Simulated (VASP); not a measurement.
# Ga (C2/m) in VASP: further runs, part 2 of 2

VASP 6.6.1. Earlier steps stand in the parts before.

## (4) Single point, PBEsol (shortest bond scaled by 0.88)

The input, INCAR:

```
SYSTEM = Ga
PREC     = Accurate       ! precision mode
ENCUT    = 520            ! plane-wave cutoff, eV
EDIFF    = 1E-6           ! SCF threshold, eV
ISMEAR   = -1             ! smearing method
SIGMA    = 0.05           ! smearing width, eV
LREAL    = .False.        ! projectors in reciprocal space
LASPH    = .True.         ! aspherical terms in the spheres
NELM     = 80             ! most SCF steps
ALGO     = Normal         ! electronic algorithm
ISIF     = 2              ! what is computed and relaxed
LWAVE    = .False.        ! write WAVECAR
LCHARG   = .True.         ! write CHGCAR
GGA      = PS             ! functional
LELF     = .True.         ! ELF
LVHAR    = .True.       
NBANDS   = 20             ! bands
```

The input, KPOINTS:

```
regular mesh
0
Gamma
  11 11 6
  0 0 0
```

The input, POSCAR:

```
Ga
1.0
    3.0031658500      0.0000000000      0.0000000000
   -1.5015829250      2.6008179178      0.0000000000
    0.0000000000      0.0000000000      4.8651286769
Ga
2
Direct
    0.2933333333      0.6466666667      0.2200000000
    0.7066666667      0.3533333333      0.7800000000
```

Potentials or basis: VASP PAW PBE potentials, release 64 (Ga_d).

Command:

```bash
$ cat potpaw_PBE.64/Ga_d/POTCAR > POTCAR
$ mpirun -np 1 vasp_std > vasp.out
```

OUTCAR:

```text
SYSTEM = Ga
   PREC = Accurate
   ENCUT = 520
   EDIFF = 1E-6
   ISMEAR = -1
   LREAL = .False.
   LASPH = .True.
   NELM = 80
   ISIF = 2
   GGA = PS

 ion  position               nearest neighbor table
   1  0.293  0.647  0.220-   2 2.63   2 2.83   2 2.83
   2  0.707  0.353  0.780-   1 2.63   1 2.83   1 2.83

  LATTYP: Found a hexagonal cell.
 ALAT       =     3.0031658500
 C/A-ratio  =     1.6200000000

  Lattice vectors:

 A1 = (   3.0031658500,   0.0000000000,   0.0000000000)
 A2 = (  -1.5015829250,   2.6008179178,   0.0000000000)
 A3 = (   0.0000000000,   0.0000000000,   4.8651286769)

Analysis of symmetry for initial positions (statically):
=====================================================================
 Subroutine PRICEL returns:
 Original cell was already a primitive cell.

 Routine SETGRP: Setting up the symmetry group for a
 hexagonal supercell.

 Subroutine GETGRP returns: Found  4 space group operations
 (whereof  4 operations were pure point group operations)
 out of a pool of 24 trial point group operations.

The static configuration has the point symmetry C_2h.

Analysis of symmetry for dynamics (positions and initial velocities):
=====================================================================
 Subroutine PRICEL returns:
 Original cell was already a primitive cell.

 Routine SETGRP: Setting up the symmetry group for a
 hexagonal supercell.

 Subroutine GETGRP returns: Found  4 space group operations
 (whereof  4 operations were pure point group operations)
 out of a pool of 24 trial point group operations.

The dynamic configuration has the point symmetry C_2h.

 Subroutine INISYM returns: Found  4 space group operations
 (whereof  4 operations are pure point group operations),
 and found     1 'primitive' translations
[... 105 lines left out ...]
   PSTRESS=    0.0 pullay stress
   NELECT =      26.0000    total number of electrons
   NUPDOWN=      -1.0000    fix difference up-down
   EMIN   =  10.00;   EMAX   =-10.00  energy-range for DOS
   EFERMI =   0.00;   METHOD = LEGACY
   ISMEAR =    -1;   SIGMA  =   0.05  broadening in eV -4-tet -1-fermi 0-gaus
   EFERMI_NEDOS =   21; number of points for ismear=-14 and -15
   IALGO  =     38    algorithm
   IMIX   =      4    mixing-type and parameters
     AMIX     =   0.40;   BMIX     =  1.00
     AMIX_MAG =   1.60;   BMIX_MAG =  1.00
  volume/ion in A,a.u.               =      19.00       128.22
  Fermi-wavevector in a.u.,A,eV,Ry     =   1.442574  2.726069 28.313990  2.081020
  Thomas-Fermi vector in A             =   2.561079
   LORBIT       =      0    0 simple, 1 ext, 2 COOP (PROOUT), +10 PAW based schemes
   GGA     = PS    functional components
   LHFCALC =     F    Hartree Fock is set to
   AEXX    =    0.0000 exact exchange contribution
   IVDW    =     0    specifies the selected vdW correction
   LEPSILON=     F    determine dielectric tensor
   LRPA    =     F    only Hartree local field effects (RPA)
 non-spin polarized calculation
  energy-cutoff  :      520.00
  volume of cell :       38.00
 maximum number of plane-waves:      1044
   NGX = 11   NGY = 11   NGZ = 19

 number of electron      26.0000017 magnetization

 Free energy of the ion-electron system (eV)
  ---------------------------------------------------
  ext. energy  EPLUGINS =         0.00000000
  ---------------------------------------------------
  free energy    TOTEN  =        -6.52425733 eV

  energy without entropy =       -6.52050491  energy(sigma->0) =       -6.52238112

 E-fermi :   5.2934     XC(G=0): -11.0889

 val. band max:        5.2718868429   @ k =   0.2727   0.1818   0.0000
 cond. band min:       5.3366291022   @ k =   0.3636   0.1818   0.0000
 fundamental gap:      0.0647422594
 Fermi energy:         5.2934357140

 k-point     1 :       0.0000    0.0000    0.0000
  band No.  band energies     occupation
      1      -9.6581      2.00000
      2      -9.6039      2.00000
      3      -9.5494      2.00000
      4      -9.5467      2.00000
      5      -9.5410      2.00000
      6      -9.5067      2.00000
[... 541 lines left out ...]
     19      15.6086      0.00000
     20      16.2139      0.00000

 [... further k-points ...]

------------------------ aborting loop because EDIFF is reached ----------------------------------------

  FORCE on cell =-STRESS in cart. coord.  units (eV):
  Direction    XX          YY          ZZ          XY          YZ          ZX
  --------------------------------------------------------------------------------------
  -------------------------------------------------------------------------------------
  Total       -0.3863849     -0.4876273     -0.0420559      0.0876785      0.1363631      0.2361877
  in kB      -16.2909759    -20.5596146     -1.7731856      3.6967496      5.7494161      9.9582798
  external PRESSURE =     -12.8745920 kB  Pullay stress =       0.0000000 kB

 VOLUME and BASIS-vectors are now :
 -----------------------------------------------------------------------------
  energy-cutoff  :      520.00
  volume of cell :       38.00
      direct lattice vectors                 reciprocal lattice vectors
     3.003165850  0.000000000  0.000000000     0.332981943  0.192247214  0.000000000
    -1.501582925  2.600817918  0.000000000     0.000000000  0.384494429  0.000000000
     0.000000000  0.000000000  4.865128677     0.000000000  0.000000000  0.205544409

 POSITION                                       TOTAL-FORCE (eV/Angst)
 -----------------------------------------------------------------------------------
     -0.09009      1.68186      1.07033         0.109781      0.063382      0.856088
      1.59168      0.91896      3.79480        -0.109781     -0.063382     -0.856088
 -----------------------------------------------------------------------------------
    total drift:                               -0.000000      0.000000     -0.000000

  FREE ENERGIE OF THE ION-ELECTRON SYSTEM (eV)
  ---------------------------------------------------
  free  energy   TOTEN  =        -6.5242573264 eV

  energy  without entropy=       -6.5205049076  energy(sigma->0) =       -6.52238112
```

OSZICAR:

```text
N       E                     dE             d eps       ncg     rms          rms(c)
DAV:   1     0.133231482474E+03    0.13323E+03   -0.13267E+04  8596   0.245E+03
DAV:   2     0.504328548823E+01   -0.12819E+03   -0.12497E+03  8432   0.387E+02
DAV:   3    -0.645053534746E+01   -0.11494E+02   -0.11436E+02  9152   0.951E+01
DAV:   4    -0.662201366575E+01   -0.17148E+00   -0.17139E+00  9384   0.129E+01
DAV:   5    -0.662486662390E+01   -0.28530E-02   -0.28528E-02  9444   0.164E+00    0.137E+00
DAV:   6    -0.654142444145E+01    0.83442E-01   -0.14807E-01 11388   0.597E+00    0.625E-01
DAV:   7    -0.652616666111E+01    0.15258E-01   -0.30856E-02 11444   0.197E+00    0.191E-01
DAV:   8    -0.652429658821E+01    0.18701E-02   -0.34718E-03  8680   0.718E-01    0.329E-02
DAV:   9    -0.652425540602E+01    0.41182E-04   -0.20061E-04 11300   0.143E-01    0.671E-03
DAV:  10    -0.652425713953E+01   -0.17335E-05   -0.18265E-05  9592   0.534E-02    0.347E-03
DAV:  11    -0.652425732640E+01   -0.18687E-06   -0.18700E-06  6916   0.164E-02
   1 F= -.65242573E+01 E0= -.65223811E+01  d E =-.375242E-02
```

It took 69 s on 1 thread of AMD EPYC 9R45 (Zen 5), shared host; peak memory 0.21 GiB.

Results:

| Item | Value |
| --- | --- |
| Free energy | -6.5243 eV |
| Pressure | -1.3 GPa |
| Largest force | 0.865 eV/Å |
| Band gap on the k mesh | zero (band 13 reaches 8.95 eV, above the bottom of band 14 at 2.85 eV) |

Forces on the atoms (eV/Å):
```
Ga   0.110  0.063  0.856
Ga  -0.110 -0.063 -0.856
```

Levels at points of the mesh, in eV from the Fermi level:
```
           k point  band 11  band 12  band 13  band 14  band 15  band 16
(0.00, 0.00, 0.00)   -11.17    -4.77    -3.73     9.05     9.76    10.86
(0.00, 0.00, 0.50)   -10.24    -8.48     3.02     4.72     9.88    10.32
```

Caveat: the cell differs from its parent crystal (shortest bond scaled by 0.88); the PAW data sets were made with another functional, which shifts forces and pressure a little.
